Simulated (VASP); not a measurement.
Input of a VASP 6.6.1 run:

The input INCAR:

```
PREC = Accurate
ENCUT = 600
EDIFF = 1E-6
ISMEAR = 0
SIGMA = 0.02
LREAL = False
LASPH = True
NELM = 60
ALGO = Normal
ISIF = 3
LWAVE = False
LCHARG = False
GGA = PE
IVDW = 12
IBRION = 2
NSW = 100
EDIFFG = -0.005
```

KPOINTS

```
regular mesh
0
Gamma
  8 8 6
```

POSCAR

```
PbS
1.0
    2.0799526950     -5.9912968650      0.0000000000
    2.0799526950      5.9912968650      0.0000000000
    0.0000000000      0.0000000000      4.2793209400
Pb S
2 2
Direct
    0.8694366500      0.1305633500      0.7500000000
    0.1305633500      0.8694366500      0.2500000000
    0.6452029100      0.3547970900      0.7500000000
    0.3547970900      0.6452029100      0.2500000000
```

Potentials or basis: VASP PAW PBE potentials, release 64 (Pb_d, S).

The run is started by

```bash
$ cat potpaw_PBE.64/Pb_d/POTCAR potpaw_PBE.64/S/POTCAR > POTCAR
$ mpirun -np 1 vasp_std > vasp.out
```

Estimate the band gap on the k mesh.

1.23 eV (least direct gap 1.29 eV).

Predict the space group after relaxing (to 0.1 Å).

Cmcm (No. 63).

Predict the relaxed volume.

25.53 Å³/atom.

Estimate the dispersion energy per atom.

-0.357 eV.

Step by step:
| step | energy change (eV) | largest force (eV/Å) | pressure (GPa) | volume (Å³) |
| --- | --- | --- | --- | --- |
| 1 | 0.0000 | 0.0986 | -1.02 | 106.65 |
| 2 | -0.0091 | 0.1719 | 0.22 | 104.06 |
| 3 | -0.0092 | 0.1675 | 0.11 | 104.21 |
| 4 | -0.0132 | 0.1042 | 0.02 | 103.91 |
| 5 | -0.0168 | 0.0415 | -0.12 | 103.14 |
| 6 | -0.0193 | 0.0455 | -0.13 | 102.81 |
| 7 | -0.0215 | 0.0518 | -0.08 | 102.34 |
| 8 | -0.0213 | 0.0685 | 0.05 | 101.40 |
| 9 | -0.0222 | 0.0570 | -0.01 | 101.93 |
| 10 | -0.0227 | 0.0349 | 0.02 | 101.98 |
| 11 | -0.0229 | 0.0328 | 0.06 | 102.06 |
| 12 | -0.0231 | 0.0253 | -0.01 | 102.20 |
| 13 | -0.0231 | 0.0192 | -0.07 | 102.32 |
| 14 | -0.0232 | 0.0178 | -0.04 | 102.24 |
| 15 | -0.0232 | 0.0154 | 0.04 | 102.11 |
| 16 | -0.0233 | 0.0113 | 0.02 | 102.13 |
| 17 | -0.0234 | 0.0081 | -0.01 | 102.15 |
| 18 | -0.0234 | 0.0052 | -0.01 | 102.13 |
| 19 | -0.0234 | 0.0018 | -0.02 | 102.10 |

Caveat: spin-orbit coupling is left out, which moves the levels of the heavy elements. A k mesh can miss the band edges.
